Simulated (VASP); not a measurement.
Here is a VASP 6.6.1 calculation.

The input INCAR:

```
ALGO = Fast
EDIFF = 1E-6
ENCUT = 520
ISIF = 2
ISMEAR = -1
LASPH = T
LCHARG = T
LELF = T
LREAL = F
LVHAR = T
LWAVE = F
NBANDS = 9
NELM = 80
PREC = Accurate
SIGMA = 0.05
```

The input KPOINTS:

```
k-points
0
Gamma
  10 10 5
```

The input POSCAR:

```
Mg
1.0
    3.2515324747      0.0000000000      0.0000000000
   -1.6257662373      2.8159097243      0.0000000000
    0.0000000000      0.0000000000      5.2788644417
Mg
2
Direct
    0.6666666667      0.3333333333      0.7500000000
    0.3333333333      0.6666666667      0.2500000000
```

Potentials or basis: VASP PAW LDA potentials, release 64 (Mg).

Run with:

```bash
$ cat potpaw_LDA.64/Mg/POTCAR > POTCAR
$ mpirun -np 1 vasp_std > vasp.out
```

(1) Predict the band gap on the k mesh.

(2) Predict the pressure.

Answers

(1) zero (band 2 reaches 2.91 eV, above the bottom of band 3 at 0.93 eV).

(2) -3.7 GPa.
